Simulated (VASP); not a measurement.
Wanted: the native input for a VASP 6.6.1 run.

```
Task                   : single point
Functional             : PBE
Dispersion             : D3(BJ)
Potentials or basis    : VASP PAW PBE potentials, release 64 (Rh_pv, O, H)
Cutoff                 : 520 eV
k mesh                 : 4 × 4 × 1
Occupations            : gaussian, width 0.1 eV
Spin                   : no spin polarisation
Dipole correction      : yes
Further INCAR settings : LREAL = Auto; ALGO = Normal; EDIFF = 1e-06; NBANDS = 107
```

The structure of H2Rh12O lies in POSCAR:

```
H2Rh12O
1.0
    5.3647950069      0.0000000000      0.0000000000
   -2.6823975034      4.6460487620      0.0000000000
    0.0000000000      0.0000000000     22.3803367805
Rh O H
12 1 2
Direct
    0.3333333333      0.1666666667      0.3574566406
    0.3333333333      0.6666666667      0.3574566406
    0.8333333333      0.1666666667      0.3574566406
    0.8333333333      0.6666666667      0.3574566406
    0.6663427716      0.3336578568      0.4538376191
    0.6666592052      0.8329747581      0.4538826680
    0.1670695425      0.3335085636      0.4538882493
    0.1667758947      0.8332166008      0.4533503399
    0.0007050030      0.5004790918      0.5492080004
    0.0008785286     -0.0006992026      0.5493659187
    0.5015063341      0.4983373706      0.5517034176
    0.4995956923     -0.0005751723      0.5491923208
    0.4852179971      0.5225021788      0.6557938663
    0.2806298081      0.4658354908      0.6561660134
    0.5852627068      0.7334636040      0.6562852951
```

One way to write it, as run:

INCAR

```
SYSTEM = H2Rh12O
ALGO     = Normal         ! electronic algorithm
DIPOL    = 0.5 0.5 0.494
EDIFF    = 1E-6           ! SCF threshold, eV
ENCUT    = 520            ! plane-wave cutoff, eV
GGA      = PE             ! functional
IDIPOL   = 3            
ISIF     = 2              ! what is computed and relaxed
ISMEAR   = 0              ! smearing method
IVDW     = 12             ! dispersion correction
LASPH    = .True.         ! aspherical terms in the spheres
LCHARG   = .False.        ! write CHGCAR
LDIPOL   = .True.       
LREAL    = Auto         
LWAVE    = .False.        ! write WAVECAR
NBANDS   = 107            ! bands
NELM     = 80             ! most SCF steps
PREC     = Accurate       ! precision mode
SIGMA    = 0.1            ! smearing width, eV
```

KPOINTS

```
k-points
0
Gamma
  4 4 1
  0 0 0
```

Potentials or basis: VASP PAW PBE potentials, release 64 (Rh_pv, O, H).

Run with:

```bash
$ cat potpaw_PBE.64/Rh_pv/POTCAR potpaw_PBE.64/O/POTCAR potpaw_PBE.64/H/POTCAR > POTCAR
$ mpirun -np 1 vasp_std > vasp.out
```

It gave:

```json
{"Largest force": "0.125 eV/Å", "Band gap on the k mesh": "zero (bands 94 and 95 overlap by 0.82 eV)", "Dispersion energy per atom": "-0.364 eV"}
```

Wall time 17 min on 1 thread of Intel(R) Xeon(R) 6975P-C (Granite Rapids), on a shared host, peak memory 0.79 GiB.
